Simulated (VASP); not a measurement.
# LiSn2 (Fd-3m) in VASP: a series of runs, part 2 of 2

VASP 6.6.1. Earlier steps stand in the parts before.

## 6. Relaxation of cell and atoms, PBE

This run uses another cell than the first one, of 28.65 Å³/atom.

Input file INCAR:

```
SYSTEM = LiSn2
ALGO     = Fast           ! electronic algorithm
EDIFF    = 1E-7           ! SCF threshold, eV
EDIFFG   = -0.01          ! ionic threshold
ENCUT    = 600            ! plane-wave cutoff, eV
GGA      = PE             ! functional
IBRION   = 2              ! ionic algorithm
ISIF     = 3              ! what is computed and relaxed
ISMEAR   = 0              ! smearing method
LASPH    = .True.         ! aspherical terms in the spheres
LCHARG   = .False.        ! write CHGCAR
LREAL    = .False.        ! projectors in reciprocal space
LWAVE    = .False.        ! write WAVECAR
NELM     = 80             ! most SCF steps
NSW      = 100            ! ionic steps
PREC     = Accurate       ! precision mode
SIGMA    = 0.1            ! smearing width, eV
```

Input file KPOINTS:

```
k-points
0
Gamma
  8 8 8
  0 0 0
```

Input file POSCAR:

```
LiSn2
1.0
    0.0000000000      4.4130685920      4.4130685920
    4.4130685920      0.0000000000      4.4130685920
    4.4130685920      4.4130685920      0.0000000000
Li Sn
2 4
Direct
    0.5000000000      0.5000000000      0.5000000000
    0.7500000000      0.7500000000      0.7500000000
    0.1250000000      0.1250000000      0.1250000000
    0.6250000000      0.1250000000      0.1250000000
    0.1250000000      0.1250000000      0.6250000000
    0.1250000000      0.6250000000      0.1250000000
```

Potentials or basis: VASP PAW PBE potentials, release 64 (Li_sv, Sn_d).

The run is started by

```bash
$ cat potpaw_PBE.64/Li_sv/POTCAR potpaw_PBE.64/Sn_d/POTCAR > POTCAR
$ mpirun -np 1 vasp_std > vasp.out
```

OUTCAR:

```text
SYSTEM = LiSn2
   EDIFF = 1E-7
   EDIFFG = -0.01
   ENCUT = 600
   GGA = PE
   IBRION = 2
   ISIF = 3
   ISMEAR = 0
   LASPH = .True.
   LREAL = .False.
   NELM = 80
   NSW = 100
   PREC = Accurate

 ion  position               nearest neighbor table
   1  0.500  0.500  0.500-
   2  0.750  0.750  0.750-
   3  0.125  0.125  0.125-   4 3.12   5 3.12   6 3.12   5 3.12   6 3.12   4 3.12
   4  0.625  0.125  0.125-   3 3.12   5 3.12   6 3.12   3 3.12   5 3.12   6 3.12
   5  0.125  0.125  0.625-   3 3.12   3 3.12   4 3.12   6 3.12   6 3.12   4 3.12
   6  0.125  0.625  0.125-   3 3.12   5 3.12   3 3.12   4 3.12   5 3.12   4 3.12

  LATTYP: Found a face centered cubic cell.
 ALAT       =     8.8261371840

  Lattice vectors:

 A1 = (   0.0000000000,   4.4130685920,   4.4130685920)
 A2 = (   4.4130685920,   0.0000000000,   4.4130685920)
 A3 = (   4.4130685920,   4.4130685920,   0.0000000000)

Analysis of symmetry for initial positions (statically):
=====================================================================
 Subroutine PRICEL returns:
 Original cell was already a primitive cell.

 Routine SETGRP: Setting up the symmetry group for a
 face centered cubic supercell.

 Subroutine GETGRP returns: Found 48 space group operations
 (whereof 24 operations were pure point group operations)
 out of a pool of 48 trial point group operations.

The static configuration has the point symmetry T_d .
 The point group associated with its full space group is O_h .

Analysis of symmetry for dynamics (positions and initial velocities):
=====================================================================
 Subroutine PRICEL returns:
 Original cell was already a primitive cell.

 Routine SETGRP: Setting up the symmetry group for a
 face centered cubic supercell.

 Subroutine GETGRP returns: Found 48 space group operations
 (whereof 24 operations were pure point group operations)
 out of a pool of 48 trial point group operations.

The dynamic configuration has the point symmetry T_d .
 The point group associated with its full space group is O_h .

 Subroutine INISYM returns: Found 48 space group operations
 (whereof 24 operations are pure point group operations),
 and found     1 'primitive' translations

----------------------------------------------------------------------------------------

                                     Primitive cell

  volume of cell :     171.8906

  direct lattice vectors                    reciprocal lattice vectors
     0.000000000  4.413068592  4.413068592    -0.113299848  0.113299848  0.113299848
     4.413068592  0.000000000  4.413068592     0.113299848 -0.113299848  0.113299848
     4.413068592  4.413068592  0.000000000     0.113299848  0.113299848 -0.113299848

  length of vectors
     6.241021454  6.241021454  6.241021454     0.196241093  0.196241093  0.196241093

  position of ions in fractional coordinates (direct lattice)
     0.500000000  0.500000000  0.500000000
     0.750000000  0.750000000  0.750000000
     0.125000000  0.125000000  0.125000000
     0.625000000  0.125000000  0.125000000
     0.125000000  0.125000000  0.625000000
     0.125000000  0.625000000  0.125000000

  ion indices of the primitive-cell ions
   primitive index   ion index
[... 36 lines left out ...]
  0.125000  0.000000  0.000000      8.000000
  0.250000  0.000000  0.000000      8.000000
  0.375000  0.000000  0.000000      8.000000
  0.500000  0.000000  0.000000      4.000000
  0.125000  0.125000  0.000000      6.000000
[... 16 lines left out ...]
  0.500000  0.250000  0.125000     48.000000
 -0.375000  0.250000  0.125000     24.000000
 [... further k-points ...]
   k-points           NKPTS =     29   k-points in BZ     NKDIM =     29   number of bands    NBANDS=     37
   number of dos      NEDOS =    301   number of ions     NIONS =      6
   total plane-waves  NPLWV = 125000
   dimension x,y,z NGX =    50 NGY =   50 NGZ =   50
   dimension x,y,z NGXF=   100 NGYF=  100 NGZF=  100
   ions per type =               2   4
   NGX,Y,Z   is equivalent  to a cutoff of  13.32, 13.32, 13.32 a.u.
   NGXF,Y,Z  is equivalent  to a cutoff of  26.64, 26.64, 26.64 a.u.
 SYSTEM =  LiSn2
   PREC   = accura    normal or accurate (medium, high low for compatibility)
   ISTART =      0    job   : 0-new  1-cont  2-samecut
   ICHARG =      2    charge: 1-file 2-atom 10-const
   ISPIN  =      1    spin polarized calculation?
   LNONCOLLINEAR =      F non collinear calculations
   LSORBIT =      F    spin-orbit coupling
   LASPH  =      T    aspherical Exc in radial PAW
   ENCUT  =  600.0 eV  44.10 Ry    6.64 a.u.  12.46 12.46 12.46*2*pi/ulx,y,z
   NELM   =     80;   NELMIN=  2; NELMDL= -5     # of ELM steps
   EDIFF  = 0.1E-06   stopping-criterion for ELM
   LREAL  =      F    real-space projection
   EDIFFG = -.1E-01   stopping-criterion for IOM
   NSW    =    100    number of steps for IOM
   IBRION =      2    ionic relax: 0-MD 1-quasi-New 2-CG
   NFREE  =      1    steps in history (QN), initial steepest desc. (CG)
   ISIF   =      3    stress and relaxation
   ISYM   =      2    0-nonsym 1-usesym 2-fastsym
   POTIM  = 0.5000    time-step for ionic-motion
   TEBEG  =    0.0;   TEEND  =   0.0 temperature during run
   PSTRESS=    0.0 pullay stress
   NELECT =      62.0000    total number of electrons
   NUPDOWN=      -1.0000    fix difference up-down
   EMIN   =  10.00;   EMAX   =-10.00  energy-range for DOS
   EFERMI =   0.00;   METHOD = LEGACY
   ISMEAR =     0;   SIGMA  =   0.10  broadening in eV -4-tet -1-fermi 0-gaus
   EFERMI_NEDOS =   21; number of points for ismear=-14 and -15
   IALGO  =     68    algorithm
   IMIX   =      4    mixing-type and parameters
     AMIX     =   0.40;   BMIX     =  1.00
     AMIX_MAG =   1.60;   BMIX_MAG =  1.00
  volume/ion in A,a.u.               =      28.65       193.33
  Fermi-wavevector in a.u.,A,eV,Ry     =   1.165346  2.202184 18.477123  1.358030
  Thomas-Fermi vector in A             =   2.301872
   LORBIT       =      0    0 simple, 1 ext, 2 COOP (PROOUT), +10 PAW based schemes
   GGA     = PE    functional components
   LHFCALC =     F    Hartree Fock is set to
   AEXX    =    0.0000 exact exchange contribution
   IVDW    =     0    specifies the selected vdW correction
   LEPSILON=     F    determine dielectric tensor
   LRPA    =     F    only Hartree local field effects (RPA)
 conjugate gradient relaxation of ions
 non-spin polarized calculation
 RMM-DIIS sequential band-by-band and
 Gauss-broadening in eV      SIGMA  =   0.10
  energy-cutoff  :      600.00
  volume of cell :      171.89
 maximum number of plane-waves:      5773
 NGX is ok and might be reduce to    50
   NGX = 25   NGY = 25   NGZ = 25

--------------------------------------- Ionic step        1  -------------------------------------------

 number of electron      61.9999971 magnetization

 Free energy of the ion-electron system (eV)
  ---------------------------------------------------
  ext. energy  EPLUGINS =         0.00000000
  ---------------------------------------------------
  free energy    TOTEN  =       -19.48211237 eV

  energy without entropy =      -19.47544278  energy(sigma->0) =      -19.47877757

------------------------ aborting loop because EDIFF is reached ----------------------------------------

  FORCE on cell =-STRESS in cart. coord.  units (eV):
  Direction    XX          YY          ZZ          XY          YZ          ZX
  --------------------------------------------------------------------------------------
  -------------------------------------------------------------------------------------
  Total       -0.3678323     -0.3678323     -0.3678323      0.0000000      0.0000000      0.0000000
  in kB       -3.4285338     -3.4285338     -3.4285338      0.0000000      0.0000000      0.0000000
  external PRESSURE =      -3.4285338 kB  Pullay stress =       0.0000000 kB
[... 67 lines left out ...]
--------------------------------------- Ionic step        3  -------------------------------------------

 number of electron      61.9999982 magnetization

 Free energy of the ion-electron system (eV)
  ---------------------------------------------------
  ext. energy  EPLUGINS =         0.00000000
  ---------------------------------------------------
  free energy    TOTEN  =       -19.48442979 eV

  energy without entropy =      -19.47773226  energy(sigma->0) =      -19.48108103

 E-fermi :   4.8430     XC(G=0):  -8.7830

 val. band max:        4.7782251153   @ k =   0.3750   0.0000   0.0000
 cond. band min:       4.8980928076   @ k =   0.5000   0.3750   0.1250
 fundamental gap:      0.1198676923
 Fermi energy:         4.8430183036

 k-point     1 :       0.0000    0.0000    0.0000
  band No.  band energies     occupation
      1     -42.7279      2.00000
      2     -42.7273      2.00000
      3     -16.6038      2.00000
      4     -16.5056      2.00000
      5     -16.5056      2.00000
      6     -16.5056      2.00000
[... 949 lines left out ...]
     36       7.8714      0.00000
     37       8.9605      0.00000

 [... further k-points ...]
[... 5 lines left out ...]
  --------------------------------------------------------------------------------------
  -------------------------------------------------------------------------------------
  Total       -0.0295111     -0.0295111     -0.0295111      0.0000000      0.0000000      0.0000000
  in kB       -0.2780019     -0.2780019     -0.2780019      0.0000000      0.0000000      0.0000000
  external PRESSURE =      -0.2780019 kB  Pullay stress =       0.0000000 kB
[... 21 lines left out ...]
  FREE ENERGIE OF THE ION-ELECTRON SYSTEM (eV)
  ---------------------------------------------------
  free  energy   TOTEN  =       -19.4844297919 eV

  energy  without entropy=      -19.4777322589  energy(sigma->0) =      -19.48108103

 reached required accuracy - stopping structural energy minimisation
```

It took 46 min on 1 thread of Intel Xeon Platinum 8259CL at 2.50GHz (Skylake/Cascade Lake), shared host; peak memory 0.49 GiB.

Results:

| Item | Value |
| --- | --- |
| Free energy | -19.4844 eV |
| Relaxed volume | 28.35 Å³/atom |
| Relaxed cell | a = 6.219 Å, b = 6.219 Å, c = 6.219 Å, α = 60.00°, β = 60.00°, γ = 60.00° |
| Space group after relaxing (to 0.1 Å) | Fd-3m (No. 227) |
| Energy gained by relaxing | 0.4 meV/atom |
| Ionic steps | 3 |
| Pressure after relaxing | 0.0 GPa |
| Band gap on the k mesh | zero (bands 31 and 32 overlap by 1.91 eV) |

The path:
```
step  energy change (eV)  largest force (eV/Å)  pressure (GPa)  volume (Å³)
   1              0.0000                0.0000           -0.34       171.89
   2             -0.0022                0.0000           -0.08       170.37
   3             -0.0023                0.0000           -0.03       170.08
```

Final structure:
```
Li Sn
1.0
     0.00000    4.39750    4.39750
     4.39750    0.00000    4.39750
     4.39750    4.39750    0.00000
Li Sn
2 4
Direct
  0.50000 0.50000 0.50000
  0.75000 0.75000 0.75000
  0.12500 0.12500 0.12500
  0.62500 0.12500 0.12500
  0.12500 0.12500 0.62500
  0.12500 0.62500 0.12500
```

Caveat: the cutoff is under 1.25 times the usual one of these potentials, so pressure, stress and relaxed cells hold a basis-set (Pulay) error; spin-orbit coupling is left out, which moves the levels of the heavy elements.

## 7. Overview

```csv
task,cell,k mesh,cutoff (eV),gap on the mesh (eV),pressure (GPa),relaxed volume (Å³/atom)
single point,"a = 5.660 Å, angles 60.0°, 6 atoms",4 × 4 × 4,520,none,-,-
single point,"a = 6.241 Å, angles 60.0°, 6 atoms",4 × 4 × 4,520,none,-,-
relaxation of cell and atoms,"relaxed from a = 5.660 Å, angles 60.0°, 6 atoms",4 × 4 × 4,600,none,0.2,28.26
single point,"a = 6.220 Å, angles 60.0°, 6 atoms",8 × 8 × 8,520,none,-,-
relaxation of cell and atoms,"relaxed from a = 6.241 Å, angles 60.0°, 6 atoms",8 × 8 × 8,600,none,0.0,28.35
```

Alike in all rows: level PBE; potentials or basis VASP PAW PBE potentials, release 64 (Li_sv, Sn_d); no spin polarisation; smearing gaussian 0.1 eV.

Caveats: the cutoff is under 1.25 times the usual one of these potentials, so pressure, stress and relaxed cells hold a basis-set (Pulay) error; spin-orbit coupling is left out, which moves the levels of the heavy elements; the volume moved by over 15 % at a fixed basis, so the end points are rough (at least some runs).

Total energies depend on the potentials used, so only differences within one code and one set of settings carry meaning.
